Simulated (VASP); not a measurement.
# MgS (b) (F-43m) in VASP: single point with PBEsol

Aim: the single point of MgS (b) with PBEsol.

All numbers are computed with VASP 6.6.1; they aren't measurements. Logs are shortened: lines on timing, memory, paths and dates and some standing lists are left out, and cuts for length are marked.

## 1. The cell of the first run

The structure is cubic, space group F-43m (No. 216). The conventional cell has a = 5.652 Å, b = 5.652 Å, c = 5.652 Å, α = 90.00°, β = 90.00°, γ = 90.00°. Mg (site symmetry -43m) has 4 S at 2.45 Å within 3.2 Å. S (site symmetry -43m) has 4 Mg at 2.45 Å within 3.2 Å.

## 2. Single point, PBEsol

The input, INCAR:

```
SYSTEM = MgS
PREC     = Accurate       ! precision mode
ENCUT    = 600            ! plane-wave cutoff, eV
EDIFF    = 1E-6           ! SCF threshold, eV
ISMEAR   = 0              ! smearing method
SIGMA    = 0.02           ! smearing width, eV
LREAL    = .False.        ! projectors in reciprocal space
LASPH    = .True.         ! aspherical terms in the spheres
NELM     = 120            ! most SCF steps
ALGO     = Normal         ! electronic algorithm
ISIF     = 2              ! what is computed and relaxed
LWAVE    = .False.        ! write WAVECAR
LCHARG   = .False.        ! write CHGCAR
GGA      = PS             ! functional
NBANDS   = 11             ! bands
GGA_COMPAT= .False.
```

The input, KPOINTS:

```
regular mesh
0
Gamma
  8 8 8
  0 0 0
```

The input, POSCAR:

```
MgS
1.0
    0.0000000000      2.8258920506      2.8258920506
    2.8258920506      0.0000000000      2.8258920506
    2.8258920506      2.8258920506      0.0000000000
Mg S
1 1
Direct
    0.0000000000      0.0000000000      0.0000000000
    0.2500000000      0.2500000000      0.2500000000
```

Potentials or basis: VASP PAW PBE potentials, release 64 (Mg, S).

Launch:

```
cat potpaw_PBE.64/Mg/POTCAR potpaw_PBE.64/S/POTCAR > POTCAR
mpirun -np 1 vasp_std > vasp.out
```

OUTCAR:

```text
SYSTEM = MgS
   PREC = Accurate
   ENCUT = 600
   EDIFF = 1E-6
   ISMEAR = 0
   LREAL = .False.
   LASPH = .True.
   NELM = 120
   ISIF = 2
   GGA = PS

 ion  position               nearest neighbor table
   1  0.000  0.000  0.000-   2 2.45   2 2.45   2 2.45   2 2.45
   2  0.250  0.250  0.250-   1 2.45   1 2.45   1 2.45   1 2.45

  LATTYP: Found a face centered cubic cell.
 ALAT       =     5.6517841012

  Lattice vectors:

 A1 = (   0.0000000000,   2.8258920506,   2.8258920506)
 A2 = (   2.8258920506,   0.0000000000,   2.8258920506)
 A3 = (   2.8258920506,   2.8258920506,   0.0000000000)

Analysis of symmetry for initial positions (statically):
=====================================================================
 Subroutine PRICEL returns:
 Original cell was already a primitive cell.

 Routine SETGRP: Setting up the symmetry group for a
 face centered cubic supercell.

 Subroutine GETGRP returns: Found 24 space group operations
 (whereof 24 operations were pure point group operations)
 out of a pool of 48 trial point group operations.

The static configuration has the point symmetry T_d .

Analysis of symmetry for dynamics (positions and initial velocities):
=====================================================================
 Subroutine PRICEL returns:
 Original cell was already a primitive cell.

 Routine SETGRP: Setting up the symmetry group for a
 face centered cubic supercell.

 Subroutine GETGRP returns: Found 24 space group operations
 (whereof 24 operations were pure point group operations)
 out of a pool of 48 trial point group operations.

The dynamic configuration has the point symmetry T_d .

 Subroutine INISYM returns: Found 24 space group operations
 (whereof 24 operations are pure point group operations),
 and found     1 'primitive' translations

----------------------------------------------------------------------------------------

                                     Primitive cell

  volume of cell :      45.1333

  direct lattice vectors                    reciprocal lattice vectors
     0.000000000  2.825892051  2.825892051    -0.176935280  0.176935280  0.176935280
     2.825892051  0.000000000  2.825892051     0.176935280 -0.176935280  0.176935280
     2.825892051  2.825892051  0.000000000     0.176935280  0.176935280 -0.176935280

  length of vectors
     3.996414864  3.996414864  3.996414864     0.306460894  0.306460894  0.306460894

  position of ions in fractional coordinates (direct lattice)
     0.000000000  0.000000000  0.000000000
     0.250000000  0.250000000  0.250000000

  ion indices of the primitive-cell ions
   primitive index   ion index
                 1           1
                 2           2

----------------------------------------------------------------------------------------

 KPOINTS: regular mesh

Automatic generation of k-mesh.
 Grid dimensions read from file:
 generate k-points for:    8    8    8

 Generating k-lattice:

  Cartesian coordinates                     Fractional coordinates (reciprocal lattice)
    -0.022116910  0.022116910  0.022116910     0.125000000  0.000000000  0.000000000
     0.022116910 -0.022116910  0.022116910     0.000000000  0.125000000  0.000000000
     0.022116910  0.022116910 -0.022116910     0.000000000  0.000000000  0.125000000

  Length of vectors
     0.038307612  0.038307612  0.038307612

  Shift w.r.t. Gamma in fractional coordinates (k-lattice)
     0.000000000  0.000000000  0.000000000

 Subroutine IBZKPT returns following result:
 ===========================================

 Found     29 irreducible k-points:

 Following reciprocal coordinates:
            Coordinates               Weight
  0.000000  0.000000  0.000000      1.000000
  0.125000  0.000000  0.000000      8.000000
  0.250000  0.000000  0.000000      8.000000
  0.375000  0.000000  0.000000      8.000000
  0.500000  0.000000  0.000000      4.000000
  0.125000  0.125000  0.000000      6.000000
[... 16 lines left out ...]
  0.500000  0.250000  0.125000     48.000000
 -0.375000  0.250000  0.125000     24.000000
 [... further k-points ...]
   k-points           NKPTS =     29   k-points in BZ     NKDIM =     29   number of bands    NBANDS=     11
   number of dos      NEDOS =    301   number of ions     NIONS =      2
   total plane-waves  NPLWV =  32768
   dimension x,y,z NGX =    32 NGY =   32 NGZ =   32
   dimension x,y,z NGXF=    64 NGYF=   64 NGZF=   64
   ions per type =               1   1
   NGX,Y,Z   is equivalent  to a cutoff of  13.31, 13.31, 13.31 a.u.
   NGXF,Y,Z  is equivalent  to a cutoff of  26.62, 26.62, 26.62 a.u.
 SYSTEM =  MgS
   PREC   = accura    normal or accurate (medium, high low for compatibility)
   ISTART =      0    job   : 0-new  1-cont  2-samecut
   ICHARG =      2    charge: 1-file 2-atom 10-const
   ISPIN  =      1    spin polarized calculation?
   LNONCOLLINEAR =      F non collinear calculations
   LSORBIT =      F    spin-orbit coupling
   LASPH  =      T    aspherical Exc in radial PAW
   ENCUT  =  600.0 eV  44.10 Ry    6.64 a.u.   7.98  7.98  7.98*2*pi/ulx,y,z
   NELM   =    120;   NELMIN=  2; NELMDL= -5     # of ELM steps
   EDIFF  = 0.1E-05   stopping-criterion for ELM
   LREAL  =      F    real-space projection
   EDIFFG = 0.1E-04   stopping-criterion for IOM
   NSW    =      0    number of steps for IOM
   IBRION =     -1    ionic relax: 0-MD 1-quasi-New 2-CG
   NFREE  =      0    steps in history (QN), initial steepest desc. (CG)
   ISIF   =      2    stress and relaxation
   ISYM   =      2    0-nonsym 1-usesym 2-fastsym
   POTIM  = 0.5000    time-step for ionic-motion
   TEBEG  =    0.0;   TEEND  =   0.0 temperature during run
   PSTRESS=    0.0 pullay stress
   NELECT =       8.0000    total number of electrons
   NUPDOWN=      -1.0000    fix difference up-down
   EMIN   =  10.00;   EMAX   =-10.00  energy-range for DOS
   EFERMI =   0.00;   METHOD = LEGACY
   ISMEAR =     0;   SIGMA  =   0.02  broadening in eV -4-tet -1-fermi 0-gaus
   EFERMI_NEDOS =   21; number of points for ismear=-14 and -15
   IALGO  =     38    algorithm
   IMIX   =      4    mixing-type and parameters
     AMIX     =   0.40;   BMIX     =  1.00
     AMIX_MAG =   1.60;   BMIX_MAG =  1.00
  volume/ion in A,a.u.               =      22.57       152.29
  Fermi-wavevector in a.u.,A,eV,Ry     =   0.919615  1.737820 11.506328  0.845691
  Thomas-Fermi vector in A             =   2.044828
   LORBIT       =      0    0 simple, 1 ext, 2 COOP (PROOUT), +10 PAW based schemes
   GGA     = PS    functional components
   LHFCALC =     F    Hartree Fock is set to
   AEXX    =    0.0000 exact exchange contribution
   IVDW    =     0    specifies the selected vdW correction
   LEPSILON=     F    determine dielectric tensor
   LRPA    =     F    only Hartree local field effects (RPA)
 non-spin polarized calculation
 Gauss-broadening in eV      SIGMA  =   0.02
  energy-cutoff  :      600.00
  volume of cell :       45.13
 maximum number of plane-waves:      1540
   NGX = 15   NGY = 15   NGZ = 15

 number of electron       8.0000000 magnetization

 Free energy of the ion-electron system (eV)
  ---------------------------------------------------
  ext. energy  EPLUGINS =         0.00000000
  ---------------------------------------------------
  free energy    TOTEN  =        -8.91806451 eV

  energy without entropy =       -8.91806451  energy(sigma->0) =       -8.91806451

 E-fermi :   1.1628     XC(G=0):  -8.5974

 val. band max:        1.0344307175   @ k =   0.0000   0.0000   0.0000
 cond. band min:       4.3566552726   @ k =   0.0000   0.0000   0.0000
 fundamental gap:      3.3222245551
 Fermi energy:         1.1627831379

 k-point     1 :       0.0000    0.0000    0.0000
  band No.  band energies     occupation
      1     -10.2524      2.00000
      2       1.0344      2.00000
      3       1.0344      2.00000
      4       1.0344      2.00000
      5       4.3567      0.00000
      6       8.9208      0.00000
      7       8.9208      0.00000
      8       8.9208      0.00000
      9      11.8293      0.00000
     10      11.8293      0.00000
     11      14.6249      0.00000

 k-point     2 :       0.1250    0.0000    0.0000
  band No.  band energies     occupation
      1     -10.1628      2.00000
      2       0.3303      2.00000
      3       0.9802      2.00000
      4       0.9802      2.00000
      5       5.0333      0.00000
      6       8.7263      0.00000
      7       9.0997      0.00000
      8       9.0997      0.00000
      9      11.3475      0.00000
     10      11.3475      0.00000
     11      13.9757      0.00000

 k-point     3 :       0.2500    0.0000    0.0000
  band No.  band energies     occupation
      1      -9.9303      2.00000
      2      -0.8663      2.00000
      3       0.8578      2.00000
      4       0.8578      2.00000
      5       5.8968      0.00000
      6       8.7435      0.00000
      7       9.1267      0.00000
      8       9.1267      0.00000
      9      11.3978      0.00000
     10      11.3978      0.00000
     11      13.1137      0.00000

 k-point     4 :       0.3750    0.0000    0.0000
  band No.  band energies     occupation
      1      -9.6694      2.00000
      2      -1.8094      2.00000
      3       0.7459      2.00000
      4       0.7459      2.00000
      5       6.0780      0.00000
      6       8.7575      0.00000
      7       8.7575      0.00000
      8       9.2671      0.00000
      9      12.7156      0.00000
     10      12.7156      0.00000
     11      13.1415      0.00000
[... 239 lines left out ...]
 k-point    22 :       0.3750    0.2500    0.1250
  band No.  band energies     occupation
      1      -9.7502      2.00000
      2      -1.0736      2.00000
      3       0.1695      2.00000
      4       0.6493      2.00000
      5       6.6202      0.00000
      6       7.9183      0.00000
      7       8.5189      0.00000
      8      10.1811      0.00000
      9      10.6908      0.00000
     10      13.3818      0.00000
     11      15.3461      0.00000

 k-point    23 :       0.5000    0.2500    0.1250
  band No.  band energies     occupation
      1      -9.5336      2.00000
      2      -1.5843      2.00000
      3      -0.1877      2.00000
      4       0.4689      2.00000
      5       6.8892      0.00000
      6       7.7194      0.00000
      7       8.8593      0.00000
      8      10.0138      0.00000
      9      11.8338      0.00000
     10      14.4687      0.00000
     11      15.0549      0.00000

 k-point    24 :      -0.3750    0.2500    0.1250
  band No.  band energies     occupation
      1      -9.4371      2.00000
      2      -1.8052      2.00000
      3      -0.2939      2.00000
      4       0.3719      2.00000
      5       6.9663      0.00000
      6       7.4295      0.00000
      7       9.7142      0.00000
      8       9.8088      0.00000
      9      12.3724      0.00000
     10      13.7892      0.00000
     11      15.2107      0.00000

 [... further k-points ...]
[... 5 lines left out ...]
  --------------------------------------------------------------------------------------
  -------------------------------------------------------------------------------------
  Total       -0.0202178     -0.0202178     -0.0202178      0.0000000      0.0000000      0.0000000
  in kB       -0.7177086     -0.7177086     -0.7177086      0.0000000      0.0000000      0.0000000
  external PRESSURE =      -0.7177086 kB  Pullay stress =       0.0000000 kB

 VOLUME and BASIS-vectors are now :
 -----------------------------------------------------------------------------
  energy-cutoff  :      600.00
  volume of cell :       45.13
      direct lattice vectors                 reciprocal lattice vectors
     0.000000000  2.825892051  2.825892051    -0.176935280  0.176935280  0.176935280
     2.825892051  0.000000000  2.825892051     0.176935280 -0.176935280  0.176935280
     2.825892051  2.825892051  0.000000000     0.176935280  0.176935280 -0.176935280

 POSITION                                       TOTAL-FORCE (eV/Angst)
 -----------------------------------------------------------------------------------
      0.00000      0.00000      0.00000         0.000000      0.000000      0.000000
      1.41295      1.41295      1.41295        -0.000000     -0.000000     -0.000000
 -----------------------------------------------------------------------------------
    total drift:                               -0.000000     -0.000000     -0.000000

  FREE ENERGIE OF THE ION-ELECTRON SYSTEM (eV)
  ---------------------------------------------------
  free  energy   TOTEN  =        -8.9180645122 eV

  energy  without entropy=       -8.9180645122  energy(sigma->0) =       -8.91806451
```

Wall time 29 s (1 thread of AMD EPYC 7R43 (Zen 3), shared host); peak memory 0.15 GiB.

Results:

```yaml
Free_energy: -8.9181 eV
Pressure: -0.1 GPa
Band_gap_on_the_k_mesh: 3.32 eV, direct
```

Caveat: the PAW data sets were made with another functional, which shifts forces and pressure a little. A k mesh can miss the band edges.
